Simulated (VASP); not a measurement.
# C (P1) in VASP: single point with LDA

Aim: the single point of C with LDA.

All numbers are computed with VASP 6.6.1; they aren't measurements. Logs are shortened: lines on timing, memory, paths and dates and some standing lists are left out, and cuts for length are marked.

## Step 1: The cell of the first run

The typed cell holds 8 atoms: a = 4.175 Å, b = 4.175 Å, c = 4.175 Å, α = 109.47°, β = 109.47°, γ = 109.47°.

## Step 2: Single point, LDA (atom 1 (C) moved -0.180 Å along Cartesian [1 1 0])

File INCAR:

```
  PREC = Accurate
  ENCUT = 520
  EDIFF = 1E-6
  ISMEAR = 0
  SIGMA = 0.05
  LREAL = False
  LASPH = True
  NELM = 80
  ALGO = Normal
  ISIF = 2
  LWAVE = False
  LCHARG = False
  GGA = CA
  NBANDS = 26
```

File KPOINTS:

```
regular mesh
0
Gamma
  8 8 8
```

File POSCAR:

```
C
1.0
   -2.4103983070      2.4103983070      2.4103983070
    2.4103983070     -2.4103983070      2.4103983070
    2.4103983070      2.4103983070     -2.4103983070
C
8
Direct
    0.2990689732     -0.0264021138     -0.0528042275
    0.6745289130      0.6745289130      0.6745289130
    0.0000000000      0.3254710870      0.0000000000
    0.0000000000      0.0000000000      0.3254710870
    0.0000000000      0.6745289130      0.0000000000
    0.3254710870      0.3254710870      0.3254710870
    0.6745289130      0.0000000000      0.0000000000
    0.0000000000      0.0000000000      0.6745289130
```

Potentials or basis: VASP PAW LDA potentials, release 64 (C).

On the command line:

```
$ cat potpaw_LDA.64/C/POTCAR > POTCAR
$ mpirun -np 1 vasp_std > vasp.out
```

OUTCAR:

```text
PREC = Accurate
   ENCUT = 520
   EDIFF = 1E-6
   ISMEAR = 0
   LREAL = False
   LASPH = True
   NELM = 80
   ISIF = 2
   GGA = CA

 ion  position               nearest neighbor table
   1  0.299  0.974  0.947-   8 1.45   7 1.47   5 1.58   6 1.70
   2  0.675  0.675  0.675-   6 1.46   5 1.57   7 1.57   8 1.57
   3  0.000  0.325  0.000-   5 1.46   6 1.57   7 1.57   8 1.57
   4  0.000  0.000  0.325-   8 1.46   6 1.57   7 1.57   5 1.57
   5  0.000  0.675  0.000-   3 1.46   2 1.57   4 1.57   1 1.58
   6  0.325  0.325  0.325-   2 1.46   3 1.57   4 1.57   1 1.70
   7  0.675  0.000  0.000-   1 1.47   2 1.57   3 1.57   4 1.57
   8  0.000  0.000  0.675-   1 1.45   4 1.46   3 1.57   2 1.57

  LATTYP: Found a body centered cubic cell.
 ALAT       =     4.8207966140

  Lattice vectors:

 A1 = (  -2.4103983070,   2.4103983070,   2.4103983070)
 A2 = (   2.4103983070,  -2.4103983070,   2.4103983070)
 A3 = (   2.4103983070,   2.4103983070,  -2.4103983070)

Analysis of symmetry for initial positions (statically):
=====================================================================
 Subroutine PRICEL returns:
 Original cell was already a primitive cell.

 Routine SETGRP: Setting up the symmetry group for a
 body centered cubic supercell.

 Subroutine GETGRP returns: Found  1 space group operations
 (whereof  1 operations were pure point group operations)
 out of a pool of 48 trial point group operations.

The static configuration has the point symmetry C_1 .

Analysis of symmetry for dynamics (positions and initial velocities):
=====================================================================
 Subroutine PRICEL returns:
 Original cell was already a primitive cell.

 Routine SETGRP: Setting up the symmetry group for a
 body centered cubic supercell.

 Subroutine GETGRP returns: Found  1 space group operations
 (whereof  1 operations were pure point group operations)
 out of a pool of 48 trial point group operations.

The dynamic configuration has the point symmetry C_1 .

 Subroutine INISYM returns: Found  1 space group operations
 (whereof  1 operations are pure point group operations),
 and found     1 'primitive' translations

----------------------------------------------------------------------------------------

                                     Primitive cell

  volume of cell :      56.0178

  direct lattice vectors                    reciprocal lattice vectors
    -2.410398307  2.410398307  2.410398307     0.000000000  0.207434596  0.207434596
     2.410398307 -2.410398307  2.410398307     0.207434596  0.000000000  0.207434596
     2.410398307  2.410398307 -2.410398307     0.207434596  0.207434596  0.000000000

  length of vectors
     4.174932334  4.174932334  4.174932334     0.293356820  0.293356820  0.293356820

  position of ions in fractional coordinates (direct lattice)
     0.299068973  0.973597886  0.947195773
     0.674528913  0.674528913  0.674528913
     0.000000000  0.325471087  0.000000000
     0.000000000  0.000000000  0.325471087
     0.000000000  0.674528913  0.000000000
     0.325471087  0.325471087  0.325471087
     0.674528913  0.000000000  0.000000000
     0.000000000  0.000000000  0.674528913

  ion indices of the primitive-cell ions
   primitive index   ion index
                 1           1
                 2           2
                 3           3
                 4           4
                 5           5
                 6           6
                 7           7
                 8           8

----------------------------------------------------------------------------------------

 KPOINTS: regular mesh

Automatic generation of k-mesh.
 Grid dimensions read from file:
 generate k-points for:    8    8    8

 Generating k-lattice:

  Cartesian coordinates                     Fractional coordinates (reciprocal lattice)
     0.000000000  0.025929325  0.025929325     0.125000000  0.000000000  0.000000000
     0.025929325  0.000000000  0.025929325     0.000000000  0.125000000  0.000000000
     0.025929325  0.025929325  0.000000000     0.000000000  0.000000000  0.125000000

  Length of vectors
     0.036669602  0.036669602  0.036669602

  Shift w.r.t. Gamma in fractional coordinates (k-lattice)
     0.000000000  0.000000000  0.000000000

 Subroutine IBZKPT returns following result:
 ===========================================

 Found    260 irreducible k-points:

 Following reciprocal coordinates:
            Coordinates               Weight
  0.000000  0.000000  0.000000      1.000000
  0.125000  0.000000  0.000000      2.000000
  0.000000  0.125000  0.000000      2.000000
  0.000000  0.000000  0.125000      2.000000
  0.125000  0.000000 -0.125000      2.000000
  0.125000 -0.125000  0.000000      2.000000
[... 16 lines left out ...]
  0.500000 -0.000000  0.500000      1.000000
  0.500000  0.500000  0.000000      1.000000
 [... further k-points ...]
   k-points           NKPTS =    260   k-points in BZ     NKDIM =    260   number of bands    NBANDS=     26
   number of dos      NEDOS =    301   number of ions     NIONS =      8
   total plane-waves  NPLWV =  32768
   dimension x,y,z NGX =    32 NGY =   32 NGZ =   32
   dimension x,y,z NGXF=    64 NGYF=   64 NGZF=   64
   ions per type =               8
   NGX,Y,Z   is equivalent  to a cutoff of  12.74, 12.74, 12.74 a.u.
   NGXF,Y,Z  is equivalent  to a cutoff of  25.48, 25.48, 25.48 a.u.
 SYSTEM =  unknown system
   PREC   = accura    normal or accurate (medium, high low for compatibility)
   ISTART =      0    job   : 0-new  1-cont  2-samecut
   ICHARG =      2    charge: 1-file 2-atom 10-const
   ISPIN  =      1    spin polarized calculation?
   LNONCOLLINEAR =      F non collinear calculations
   LSORBIT =      F    spin-orbit coupling
   LASPH  =      T    aspherical Exc in radial PAW
   ENCUT  =  520.0 eV  38.22 Ry    6.18 a.u.   7.76  7.76  7.76*2*pi/ulx,y,z
   NELM   =     80;   NELMIN=  2; NELMDL= -5     # of ELM steps
   EDIFF  = 0.1E-05   stopping-criterion for ELM
   LREAL  =      F    real-space projection
   EDIFFG = 0.1E-04   stopping-criterion for IOM
   NSW    =      0    number of steps for IOM
   IBRION =     -1    ionic relax: 0-MD 1-quasi-New 2-CG
   NFREE  =      0    steps in history (QN), initial steepest desc. (CG)
   ISIF   =      2    stress and relaxation
   ISYM   =      2    0-nonsym 1-usesym 2-fastsym
   POTIM  = 0.5000    time-step for ionic-motion
   TEBEG  =    0.0;   TEEND  =   0.0 temperature during run
   PSTRESS=    0.0 pullay stress
   NELECT =      32.0000    total number of electrons
   NUPDOWN=      -1.0000    fix difference up-down
   EMIN   =  10.00;   EMAX   =-10.00  energy-range for DOS
   EFERMI =   0.00;   METHOD = LEGACY
   ISMEAR =     0;   SIGMA  =   0.05  broadening in eV -4-tet -1-fermi 0-gaus
   EFERMI_NEDOS =   21; number of points for ismear=-14 and -15
   IALGO  =     38    algorithm
   IMIX   =      4    mixing-type and parameters
     AMIX     =   0.40;   BMIX     =  1.00
     AMIX_MAG =   1.60;   BMIX_MAG =  1.00
  volume/ion in A,a.u.               =       7.00        47.25
  Fermi-wavevector in a.u.,A,eV,Ry     =   1.358364  2.566935 25.104810  1.845151
  Thomas-Fermi vector in A             =   2.485203
   LORBIT       =      0    0 simple, 1 ext, 2 COOP (PROOUT), +10 PAW based schemes
   GGA     = CA    functional components
   LHFCALC =     F    Hartree Fock is set to
   AEXX    =    0.0000 exact exchange contribution
   IVDW    =     0    specifies the selected vdW correction
   LEPSILON=     F    determine dielectric tensor
   LRPA    =     F    only Hartree local field effects (RPA)
 non-spin polarized calculation
 Gauss-broadening in eV      SIGMA  =   0.05
  energy-cutoff  :      520.00
  volume of cell :       56.02
 maximum number of plane-waves:      1526
   NGX = 15   NGY = 15   NGZ = 15

 number of electron      32.0000004 magnetization

 Free energy of the ion-electron system (eV)
  ---------------------------------------------------
  ext. energy  EPLUGINS =         0.00000000
  ---------------------------------------------------
  free energy    TOTEN  =       -74.75174492 eV

  energy without entropy =      -74.75174492  energy(sigma->0) =      -74.75174492

 E-fermi :   7.6740     XC(G=0): -12.0182

 val. band max:        7.4573976686   @ k =   0.5000   0.5000   0.5000
 cond. band min:       9.5040853001   @ k =  -0.2500   0.2500   0.1250
 fundamental gap:      2.0466876315
 Fermi energy:         7.6740395686

 k-point     1 :       0.0000    0.0000    0.0000
  band No.  band energies     occupation
      1     -14.1597      2.00000
      2      -6.4903      2.00000
      3      -5.9228      2.00000
      4      -5.5384      2.00000
      5      -4.9865      2.00000
      6      -4.8408      2.00000
[... 18 lines left out ...]
     25      18.1136      0.00000
     26      18.4222      0.00000

 k-point     2 :       0.1250    0.0000    0.0000
  band No.  band energies     occupation
      1     -14.0640      2.00000
      2      -6.9314      2.00000
      3      -6.6548      2.00000
      4      -5.8651      2.00000
      5      -5.0948      2.00000
      6      -4.8232      2.00000
[... 18 lines left out ...]
     25      18.2365      0.00000
     26      18.4780      0.00000

 k-point     3 :       0.0000    0.1250    0.0000
  band No.  band energies     occupation
      1     -14.0633      2.00000
      2      -7.0372      2.00000
      3      -6.3863      2.00000
      4      -6.1133      2.00000
      5      -4.9894      2.00000
      6      -4.8596      2.00000
[... 18 lines left out ...]
     25      17.9743      0.00000
     26      18.2522      0.00000

 k-point     4 :       0.0000    0.0000    0.1250
  band No.  band energies     occupation
      1     -14.0612      2.00000
      2      -7.1789      2.00000
      3      -6.4337      2.00000
      4      -5.8305      2.00000
      5      -4.9685      2.00000
      6      -4.8502      2.00000
[... 18 lines left out ...]
     25      18.0256      0.00000
     26      18.5066      0.00000

 k-point     5 :       0.1250    0.0000   -0.1250
  band No.  band energies     occupation
      1     -14.0595      2.00000
      2      -7.3074      2.00000
      3      -6.2174      2.00000
      4      -5.8643      2.00000
      5      -4.9902      2.00000
      6      -4.8778      2.00000
[... 18 lines left out ...]
     25      17.9960      0.00000
     26      18.3257      0.00000

 k-point     6 :       0.1250   -0.1250    0.0000
  band No.  band energies     occupation
      1     -14.0622      2.00000
      2      -7.0781      2.00000
      3      -6.5472      2.00000
      4      -5.8224      2.00000
      5      -5.0187      2.00000
      6      -4.8771      2.00000
[... 427 lines left out ...]
 k-point    21 :       0.0000    0.5000    0.0000
  band No.  band energies     occupation
      1     -13.3094      2.00000
      2      -9.5565      2.00000
      3      -7.3417      2.00000
      4      -6.2223      2.00000
      5      -5.4130      2.00000
      6      -5.1535      2.00000
[... 18 lines left out ...]
     25      18.1337      0.00000
     26      19.3388      0.00000

 k-point    22 :       0.0000    0.0000    0.5000
  band No.  band energies     occupation
      1     -13.2811      2.00000
      2      -9.6605      2.00000
      3      -7.6021      2.00000
      4      -5.6714      2.00000
      5      -5.4372      2.00000
      6      -5.1257      2.00000
[... 18 lines left out ...]
     25      18.1489      0.00000
     26      19.1296      0.00000

 k-point    23 :       0.5000   -0.0000    0.5000
  band No.  band energies     occupation
      1     -13.2553      2.00000
      2      -9.8163      2.00000
      3      -7.3858      2.00000
      4      -5.7198      2.00000
      5      -5.3572      2.00000
      6      -5.2698      2.00000
[... 18 lines left out ...]
     25      18.2455      0.00000
     26      18.9534      0.00000

 k-point    24 :       0.5000    0.5000    0.0000
  band No.  band energies     occupation
      1     -13.2958      2.00000
      2      -9.5815      2.00000
      3      -7.6213      2.00000
      4      -5.7572      2.00000
      5      -5.4873      2.00000
      6      -5.1186      2.00000
[... 18 lines left out ...]
     25      18.3803      0.00000
     26      18.8619      0.00000

 [... further k-points ...]
[... 5 lines left out ...]
  --------------------------------------------------------------------------------------
  -------------------------------------------------------------------------------------
  Total       -1.9274367      4.4313638      0.1768881     -0.4694067     -0.1658698      0.0784889
  in kB      -55.1269891    126.7422924      5.0592114    -13.4255909     -4.7440740      2.2448762
  external PRESSURE =      25.5581716 kB  Pullay stress =       0.0000000 kB

 VOLUME and BASIS-vectors are now :
 -----------------------------------------------------------------------------
  energy-cutoff  :      520.00
  volume of cell :       56.02
      direct lattice vectors                 reciprocal lattice vectors
    -2.410398307  2.410398307  2.410398307     0.000000000  0.207434596  0.207434596
     2.410398307 -2.410398307  2.410398307     0.207434596  0.000000000  0.207434596
     2.410398307  2.410398307 -2.410398307     0.207434596  0.207434596  0.000000000

 POSITION                                       TOTAL-FORCE (eV/Angst)
 -----------------------------------------------------------------------------------
      3.90900      0.65724      0.78451         2.960554      5.265883     -0.079451
      1.62588      1.62588      1.62588        -0.360532     -0.353781     -0.207518
      0.78451     -0.78451      0.78451        -0.182200     -0.180468      0.049619
      0.78451      0.78451     -0.78451        -0.268528     -0.346728      0.095506
      1.62588     -1.62588      1.62588        -0.432102     -0.350876      0.059426
      0.78451      0.78451      0.78451        -0.743194     -0.380813     -0.013440
     -1.62588      1.62588      1.62588        -0.626592     -1.108167     -0.040077
      1.62588      1.62588     -1.62588        -0.347405     -2.545051      0.135936
 -----------------------------------------------------------------------------------
    total drift:                                0.000076     -0.000104     -0.000076

  FREE ENERGIE OF THE ION-ELECTRON SYSTEM (eV)
  ---------------------------------------------------
  free  energy   TOTEN  =       -74.7517449183 eV

  energy  without entropy=      -74.7517449183  energy(sigma->0) =      -74.75174492
```

It took 6.1 min on 1 thread of Intel Xeon 8259CL, shared host; peak memory 0.33 GiB.

Results:

```yaml
Free_energy: -74.7517 eV
Pressure: 2.6 GPa
Largest_force: 6.042 eV/Å
Band_gap_on_the_k_mesh: 2.05 eV (least direct gap 3.16 eV)
```

Forces in eV/Å, atoms in the order of the input:
```
C    2.961  5.266 -0.079
C   -0.361 -0.354 -0.208
C   -0.182 -0.180  0.050
C   -0.269 -0.347  0.096
C   -0.432 -0.351  0.059
C   -0.743 -0.381 -0.013
C   -0.627 -1.108 -0.040
C   -0.347 -2.545  0.136
```

Stress tensor (GPa, compression positive):
```
-5.51 -1.34  0.22
-1.34 12.67 -0.47
 0.22 -0.47  0.51
```

Caveat: the cell differs from its parent crystal (atom 1 (C) moved -0.180 Å along Cartesian [1 1 0]); the stress differs along the axes, from -6 to 13 GPa; forces of over 1 eV/Å act on the atoms, so gaps and moduli don't describe the material at rest. A k mesh can miss the band edges.
